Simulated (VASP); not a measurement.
A run of VASP 6.6.1 is set up as follows.

INCAR

```
SYSTEM = ZrN
PREC = Accurate
ENCUT = 600
EDIFF = 1E-6
ISMEAR = -1
SIGMA = 0.1
LREAL = .FALSE.
LASPH = .TRUE.
NELM = 120
ALGO = Normal
ISIF = 2
LWAVE = .FALSE.
LCHARG = .TRUE.
GGA = PS
LELF = .TRUE.
LVHAR = .TRUE.
NBANDS = 16
GGA_COMPAT = .FALSE.
```

File KPOINTS:

```
regular mesh
0
G
  11 11 11
  0 0 0
```

POSCAR

```
ZrN
1.0
    0.0000000000      2.3227737583      2.3227737583
    2.3227737583      0.0000000000      2.3227737583
    2.3227737583      2.3227737583      0.0000000000
Zr N
1 1
Direct
    0.5000000000      0.5000000000      0.5000000000
    0.0000000000      0.0000000000      0.0000000000
```

Potentials or basis: VASP PAW PBE potentials, release 64 (Zr_sv, N).

The run is started by

```console
$ cat potpaw_PBE.64/Zr_sv/POTCAR potpaw_PBE.64/N/POTCAR > POTCAR
$ mpirun -np 1 vasp_std > vasp.out
```

(1) What does it give for the band gap on the k mesh?

(2) What does it give for the pressure?

Answers

(1) zero (an odd number of electrons rules out a gap without spin polarisation).

(2) -14.0 GPa.

Caveat: the cell stands under tension; the PAW data sets were made with another functional, which shifts forces and pressure a little; an odd number of electrons without spin polarisation forces a metal; a magnetic or distorted state may lie lower.
